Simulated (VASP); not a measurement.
Wanted: the native input for a VASP 6.6.1 run.

```yaml
Task: electric field gradients
Functional: PBEsol
Potentials_or_basis: VASP PAW PBE potentials, release 64 (Ba_sv, Ti_sv, O)
Cutoff: 520 eV
k_mesh: 7 × 7 × 7
Occupations: fermi-dirac, width 0.03 eV
Spin: no spin polarisation
Dipole_correction: no
Further_INCAR_settings: ALGO = Normal; EDIFF = 1e-08; NBANDS = 28
```

The structure of BaTiO3 lies in POSCAR:

```
BaTiO3
1.0
    4.0782473671      0.0000000000      0.0000000000
    0.0000000000      4.0782473671      0.0000000000
    0.0000000000      0.0000000000      4.0968043205
Ba Ti O
1 1 3
Direct
    0.0000000000      0.0000000000      0.0000000000
    0.5000000000      0.5000000000      0.5000000000
    0.5000000000      0.5000000000      0.0000000000
    0.5000000000      0.0000000000      0.5000000000
    0.0000000000      0.5000000000      0.5000000000
```

This cell differs from its parent crystal: volume scaled by 1.06.

These files were run (other wordings do the same):

INCAR

```
SYSTEM = BaTiO3
ALGO = Normal
EDIFF = 1E-8
ENCUT = 520
GGA = PS
ISIF = 2
ISMEAR = -1
LASPH = .True.
LCHARG = .False.
LEFG = .True.
LREAL = .False.
LWAVE = .False.
NBANDS = 28
NELM = 60
PREC = Accurate
SIGMA = 0.03
```

KPOINTS

```
k-points
0
Gamma
  7 7 7
  0 0 0
```

Potentials or basis: VASP PAW PBE potentials, release 64 (Ba_sv, Ti_sv, O).

The run is started by

```bash
$ cat potpaw_PBE.64/Ba_sv/POTCAR potpaw_PBE.64/Ti_sv/POTCAR potpaw_PBE.64/O/POTCAR > POTCAR
$ mpirun -np 1 vasp_std > vasp.out
```

Results of the run:

```json
{
  "Pressure": "-11.2 GPa",
  "Band gap on the k mesh": "1.64 eV, indirect (least direct gap 1.77 eV)"
}
```

Caveat: without QUAD_EFG the Cq values of the log hold for a quadrupole moment of 1 mb, not for the nuclei; the PAW data sets were made with another functional, which shifts forces and pressure a little; spin-orbit coupling is left out, which moves the levels of the heavy elements.

It took 81 s on 1 thread of Intel(R) Xeon(R) Platinum 8488C (Sapphire Rapids) (shared host), peak memory 0.22 GiB.
